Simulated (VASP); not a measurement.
# BeS (P6_3/mmc) in VASP: G0W0 quasiparticle levels with PBE

Aim: the G0W0 quasiparticle levels of BeS with PBE.

Program: VASP 6.6.1. These are calculated values, not measurements. Logs are shortened: lines on timing, memory, paths and dates and some standing lists are left out, and cuts for length are marked.

### Step 1. The cell of the first run

Symmetry: P6_3/mmc, No. 194, hexagonal system. The conventional cell has a = 3.300 Å, b = 3.300 Å, c = 5.255 Å, α = 90.00°, β = 90.00°, γ = 120.00°. Within 3.1 Å of Be (site symmetry -3m) lie 6 S at 2.31 Å and 2 Be at 2.63 Å. S (site symmetry -6m2) has 6 Be at 2.31 Å within 3.1 Å.

### Step 2. G0W0 quasiparticle levels, PBE

File POSCAR:

```
BeS
1.0
    3.3002359551      0.0000000000      0.0000000000
   -1.6501179775      2.8580881756      0.0000000000
    0.0000000000      0.0000000000      5.2552221010
Be S
2 2
Direct
    0.0000000000      0.0000000000      0.0000000000
    0.0000000000      0.0000000000      0.5000000000
    0.3333333333      0.6666666667      0.2500000000
    0.6666666667      0.3333333333      0.7500000000
```

File INCAR.step1:

```
SYSTEM = BeS
PREC = Accurate ; ENCUT = 500
EDIFF = 1E-8 ; ISMEAR = 0
SIGMA = 0.01 ; LREAL = .FALSE.
LASPH = .TRUE. ; NELM = 80
ALGO = Normal ; LWAVE = .TRUE.
LCHARG = .FALSE. ; GGA = PE
```

File INCAR.step2:

```
SYSTEM = BeS
PREC = Accurate ; ENCUT = 500
EDIFF = 1E-8 ; ISMEAR = 0
SIGMA = 0.01 ; LREAL = .FALSE.
LASPH = .TRUE. ; NELM = 1
ALGO = Exact ; LWAVE = .TRUE.
LCHARG = .FALSE. ; GGA = PE
NBANDS = 88 ; LOPTICS = .TRUE.
ISTART = 1
```

File INCAR.step3:

```
SYSTEM = BeS
PREC = Accurate ; ENCUT = 500
EDIFF = 1E-8 ; ISMEAR = 0
SIGMA = 0.01 ; LREAL = .FALSE.
LASPH = .TRUE. ; ALGO = EVGW0
LWAVE = .FALSE. ; LCHARG = .FALSE.
GGA = PE ; NELMGW = 1
NBANDS = 88 ; ENCUTGW = 80.0
NOMEGA = 96 ; PRECFOCK = Fast
ISTART = 1 ; NBANDSGW = 16
OMEGAMAX = 20
```

File KPOINTS:

```
Automatic mesh
0
G
  6 6 4
  0 0 0
```

Potentials or basis: VASP PAW PBE potentials, release 64 (Be_GW, S_GW).

Started as:

```bash
> cat potpaw_PBE.64/Be_GW/POTCAR potpaw_PBE.64/S_GW/POTCAR > POTCAR
> cp INCAR.step1 INCAR
> mpirun -np 1 vasp_std > vasp.out
> cp INCAR.step2 INCAR
> mpirun -np 1 vasp_std > vasp.out
> cp INCAR.step3 INCAR
> mpirun -np 1 vasp_std > vasp.out
```

OUTCAR:

```text
SYSTEM = BeS
   PREC = Accurate
   ENCUT = 500
   EDIFF = 1E-8
   ISMEAR = 0
   LREAL = .FALSE.
   LASPH = .TRUE.
   GGA = PE
   NELMGW = 1
   ENCUTGW = 80.0
   PRECFOCK = Fast
   ISTART = 1

 ion  position               nearest neighbor table
   1  0.000  0.000  0.000-   3 2.31   4 2.31   3 2.31   4 2.31   4 2.31   3 2.31
   2  0.000  0.000  0.500-   3 2.31   4 2.31   3 2.31   4 2.31   4 2.31   3 2.31
   3  0.333  0.667  0.250-   1 2.31   2 2.31   1 2.31   2 2.31   1 2.31   2 2.31
   4  0.667  0.333  0.750-   1 2.31   2 2.31   1 2.31   2 2.31   1 2.31   2 2.31

  LATTYP: Found a hexagonal cell.
 ALAT       =     3.3002359551
 C/A-ratio  =     1.5923776883

  Lattice vectors:

 A1 = (   3.3002359551,   0.0000000000,   0.0000000000)
 A2 = (  -1.6501179775,   2.8580881756,   0.0000000000)
 A3 = (   0.0000000000,   0.0000000000,   5.2552221010)

Analysis of symmetry for initial positions (statically):
=====================================================================
 Subroutine PRICEL returns:
 Original cell was already a primitive cell.

 Routine SETGRP: Setting up the symmetry group for a
 hexagonal supercell.

 Subroutine GETGRP returns: Found 24 space group operations
 (whereof 12 operations were pure point group operations)
 out of a pool of 24 trial point group operations.

The static configuration has the point symmetry D_3d.
 The point group associated with its full space group is D_6h.

Analysis of symmetry for dynamics (positions and initial velocities):
=====================================================================
 Subroutine PRICEL returns:
 Original cell was already a primitive cell.

 Routine SETGRP: Setting up the symmetry group for a
 hexagonal supercell.

 Subroutine GETGRP returns: Found 24 space group operations
 (whereof 12 operations were pure point group operations)
 out of a pool of 24 trial point group operations.

The dynamic configuration has the point symmetry D_3d.
 The point group associated with its full space group is D_6h.

 Subroutine INISYM returns: Found 24 space group operations
 (whereof 12 operations are pure point group operations),
 and found     1 'primitive' translations

----------------------------------------------------------------------------------------

                                     Primitive cell

  volume of cell :      49.5692

  direct lattice vectors                    reciprocal lattice vectors
     3.300235955  0.000000000  0.000000000     0.303008637  0.174942118  0.000000000
    -1.650117978  2.858088176  0.000000000     0.000000000  0.349884237  0.000000000
     0.000000000  0.000000000  5.255222101     0.000000000  0.000000000  0.190286915

  length of vectors
     3.300235955  3.300235955  5.255222101     0.349884237  0.349884237  0.190286915

  position of ions in fractional coordinates (direct lattice)
     0.000000000  0.000000000  0.000000000
     0.000000000  0.000000000  0.500000000
     0.333333333  0.666666667  0.250000000
     0.666666667  0.333333333  0.750000000

  ion indices of the primitive-cell ions
   primitive index   ion index
                 1           1
                 2           2
                 3           3
                 4           4

----------------------------------------------------------------------------------------

 KPOINTS: Automatic mesh

Automatic generation of k-mesh.
 Grid dimensions read from file:
 generate k-points for:    6    6    4

 Generating k-lattice:

  Cartesian coordinates                     Fractional coordinates (reciprocal lattice)
     0.050501440  0.029157020  0.000000000     0.166666667 -0.000000000  0.000000000
     0.000000000  0.058314039  0.000000000     0.000000000  0.166666667  0.000000000
     0.000000000  0.000000000  0.047571729     0.000000000  0.000000000  0.250000000

  Length of vectors
     0.058314039  0.058314039  0.047571729

  Shift w.r.t. Gamma in fractional coordinates (k-lattice)
     0.000000000  0.000000000  0.000000000

 Subroutine IBZKPT returns following result:
 ===========================================

 Found     21 irreducible k-points:

 Following reciprocal coordinates:
            Coordinates               Weight
  0.000000  0.000000  0.000000      1.000000
  0.166667 -0.000000  0.000000      6.000000
  0.333333 -0.000000  0.000000      6.000000
  0.500000 -0.000000  0.000000      3.000000
  0.166667  0.166667  0.000000      6.000000
  0.333333  0.166667  0.000000     12.000000
[... 13 lines left out ...]
  0.333333  0.166667  0.500000     12.000000
  0.333333  0.333333  0.500000      2.000000
   k-points           NKPTS =     21   k-points in BZ     NKDIM =    144   number of bands    NBANDS=     88
   number of dos      NEDOS =    301   number of ions     NIONS =      4
   total plane-waves  NPLWV =  23040
   dimension x,y,z NGX =    24 NGY =   24 NGZ =   40
   dimension x,y,z NGXF=    48 NGYF=   48 NGZF=   80
   ions per type =               2   2
   NGX,Y,Z   is equivalent  to a cutoff of  12.09, 12.09, 12.65 a.u.
   NGXF,Y,Z  is equivalent  to a cutoff of  24.18, 24.18, 25.31 a.u.
 SYSTEM =  BeS
   PREC   = accura    normal or accurate (medium, high low for compatibility)
   ISTART =      1    job   : 0-new  1-cont  2-samecut
   ICHARG =      0    charge: 1-file 2-atom 10-const
   ISPIN  =      1    spin polarized calculation?
   LNONCOLLINEAR =      F non collinear calculations
   LSORBIT =      F    spin-orbit coupling
   LASPH  =      T    aspherical Exc in radial PAW
   ENCUT  =  500.0 eV  36.75 Ry    6.06 a.u.   6.02  6.02  9.58*2*pi/ulx,y,z
   NELM   =     60;   NELMIN=  2; NELMDL=  0     # of ELM steps
   EDIFF  = 0.1E-07   stopping-criterion for ELM
   LREAL  =      F    real-space projection
   EDIFFG = 0.1E-06   stopping-criterion for IOM
   NSW    =      0    number of steps for IOM
   IBRION =     -1    ionic relax: 0-MD 1-quasi-New 2-CG
   NFREE  =      0    steps in history (QN), initial steepest desc. (CG)
   ISIF   =      0    stress and relaxation
   ISYM   =      3    0-nonsym 1-usesym 2-fastsym
   POTIM  = 0.5000    time-step for ionic-motion
   TEBEG  =    0.0;   TEEND  =   0.0 temperature during run
   PSTRESS=    0.0 pullay stress
   NELECT =      16.0000    total number of electrons
   NUPDOWN=      -1.0000    fix difference up-down
   EMIN   =  10.00;   EMAX   =-10.00  energy-range for DOS
   EFERMI =   0.00;   METHOD = LEGACY
   ISMEAR =     0;   SIGMA  =   0.01  broadening in eV -4-tet -1-fermi 0-gaus
   EFERMI_NEDOS =   21; number of points for ismear=-14 and -15
   IALGO  =     38    algorithm
   IMIX   =      4    mixing-type and parameters
     AMIX     =   0.40;   BMIX     =  1.00
     AMIX_MAG =   1.60;   BMIX_MAG =  1.00
  volume/ion in A,a.u.               =      12.39        83.63
  Fermi-wavevector in a.u.,A,eV,Ry     =   1.122994  2.122152 17.158531  1.261116
  Thomas-Fermi vector in A             =   2.259658
   LORBIT       =      0    0 simple, 1 ext, 2 COOP (PROOUT), +10 PAW based schemes
   GGA     = PE    functional components
   LHFCALC =     T    Hartree Fock is set to
   PRECFOCK=fast      Normal, Fast or Accurate (Low or Medium for compatibility)
   ENCUT4O =  -1.0   cutoff for four orbital integrals eV
   NKREDX  =     1    reduce k-point grid by
   NKREDY  =     1    reduce k-point grid by
   NKREDZ  =     1    reduce k-point grid by
   AEXX    =    1.0000 exact exchange contribution
   HFSCREEN=    0.0000 screening length (either q_TF or 0.3 A-1)
   HFSCREENC=   0.0000 screening length for correlation (either q_TF or 0.3 A-1)
   ENCUTFOCK=  -1.0 apply spherical cutoff to Coloumb kernel
   IVDW    =     0    specifies the selected vdW correction
   LEPSILON=     F    determine dielectric tensor
   LRPA    =     F    only Hartree local field effects (RPA)
   LRPAFORCE           =     F    calculate RPA forces
   ENCUTGW             =  80.0    cutoff for response function in eV
   ENCUTGWSOFT         =  64.0    soft cutoff for Coulomb kernel in GW response function in eV
   ENCUTLF             =  -1.0    cutoff for local field effects
   NELMGW              =     1    number of iterations in solving QP/BSE equation
   NELMHF              =     1    number of iterations in the inner HF iteration
   NKREDLFX            =     1    NKREDLFY  =   1   NKREDLFZ  =   1
 non-spin polarized calculation
 Gauss-broadening in eV      SIGMA  =   0.01
  energy-cutoff  :      500.00
  volume of cell :       49.57
 maximum number of plane-waves:      1284
  NGX = 14; NGY = 14; NGZ = 24
   NGX = 13   NGY = 13   NGZ = 19
 maximum number of plane-waves:        97
 NGX is ok and might be reduce to    10

 QP shifts <psi_nk| G(iteration)W_0 |psi_nk>: iteration 1
 for sc-GW calculations column KS-energies equals QP-energies in previous step
 and V_xc(KS)=  KS-energies - (<T + V_ion + V_H > + <T+V_H+V_ion>^1  + <V_x>^1)

 k-point   1 :       0.0000    0.0000    0.0000
  band No.  KS-energies  QP-energies   sigma(KS)   V_xc(KS)     V^pw_x(r,r')   Z            occupation Imag(sigma)

      1      -8.9493      -9.3392     -13.2467     -12.6699     -21.3506       0.6760       2.0000       1.4213
      2      -6.5898      -6.8378     -13.8297     -13.4845     -21.2896       0.7181       2.0000       1.1315
      3      -0.9425      -1.5259     -12.2873     -11.4701     -16.7575       0.7138       2.0000       0.3030
      4       5.4766       5.1683     -13.5985     -13.2004     -15.7257       0.7747       2.0000       0.0415
      5       5.4766       5.1683     -13.5985     -13.2004     -15.7257       0.7747       2.0000       0.0415
      6       5.5136       5.2260     -13.9798     -13.6088     -16.0778       0.7752       2.0000       0.0407
[... 8 lines left out ...]
     15      14.6708      15.2436     -10.1654     -10.8953      -5.3856       0.7848       0.0000      -0.1053
     16      15.6237      16.2590     -10.3564     -11.1695      -5.3832       0.7814       0.0000      -0.1224

 k-point   2 :       0.1667   -0.0000    0.0000
  band No.  KS-energies  QP-energies   sigma(KS)   V_xc(KS)     V^pw_x(r,r')   Z            occupation Imag(sigma)

      1      -8.5940      -8.9712     -13.2995     -12.7467     -21.2964       0.6824       2.0000       1.3823
      2      -6.3180      -6.5454     -13.9112     -13.5951     -21.3054       0.7191       2.0000       1.0859
      3      -0.5916      -1.1651     -12.3148     -11.5115     -16.6144       0.7139       2.0000       0.2651
      4       2.9315       2.4723     -12.9971     -12.3869     -15.8162       0.7525       2.0000       0.0711
      5       4.2304       3.8335     -13.3246     -12.8063     -15.7825       0.7658       2.0000       0.0519
      6       4.3814       4.0322     -13.5110     -13.0568     -15.8164       0.7690       2.0000       0.0490
[... 8 lines left out ...]
     15      14.2965      14.8480     -10.3189     -11.0303      -5.4023       0.7754       0.0000      -0.1066
     16      15.3759      15.9463      -9.9006     -10.6570      -4.1970       0.7541       0.0000      -0.2022
[... 348 lines left out ...]
      5       2.0107       1.5079     -12.7306     -12.0543     -15.8412       0.7433       2.0000       0.0951
      6       2.0107       1.5079     -12.7306     -12.0543     -15.8412       0.7433       2.0000       0.0951
[... 8 lines left out ...]
     15      16.4369      17.0462     -10.1247     -10.9299      -4.3163       0.7567       0.0000      -0.2384
     16      16.4369      17.0462     -10.1247     -10.9299      -4.3163       0.7567       0.0000      -0.2384

 k-point  21 :       0.3333    0.3333    0.5000
  band No.  KS-energies  QP-energies   sigma(KS)   V_xc(KS)     V^pw_x(r,r')   Z            occupation Imag(sigma)

      1      -5.9279      -6.1136     -14.0960     -13.8355     -21.4283       0.7129       2.0000       1.0149
      2      -5.9279      -6.1136     -14.0960     -13.8355     -21.4283       0.7129       2.0000       1.0149
      3       0.2202      -0.3676     -12.4687     -11.6594     -16.2709       0.7263       2.0000       0.1742
      4       0.2202      -0.3676     -12.4687     -11.6594     -16.2709       0.7263       2.0000       0.1742
      5       0.2448      -0.3046     -12.3437     -11.5844     -16.1903       0.7236       2.0000       0.1825
      6       0.2448      -0.3046     -12.3437     -11.5844     -16.1903       0.7236       2.0000       0.1825
[... 8 lines left out ...]
     15      16.5873      17.1340      -9.9382     -10.6472      -4.4161       0.7710       0.0000      -0.2162
     16      16.5873      17.1340      -9.9382     -10.6472      -4.4161       0.7710       0.0000      -0.2162
```

It took 11 min on 1 thread of Intel Xeon 8259CL, shared host; peak memory 0.86 GiB.

What came out:

| Item | Value |
| --- | --- |
| Quasiparticle gap | 2.03 eV |
| Least direct quasiparticle gap | 4.26 eV |
| Band gap of the starting levels on the mesh | 1.46 eV |
| Least direct gap of the starting levels on the mesh | 3.45 eV |

Caveat: the k points lie up to 0.37 Å⁻¹ apart; bands, screening cutoff and mesh are small and nothing is extrapolated, so the quasiparticle values aren't converged.
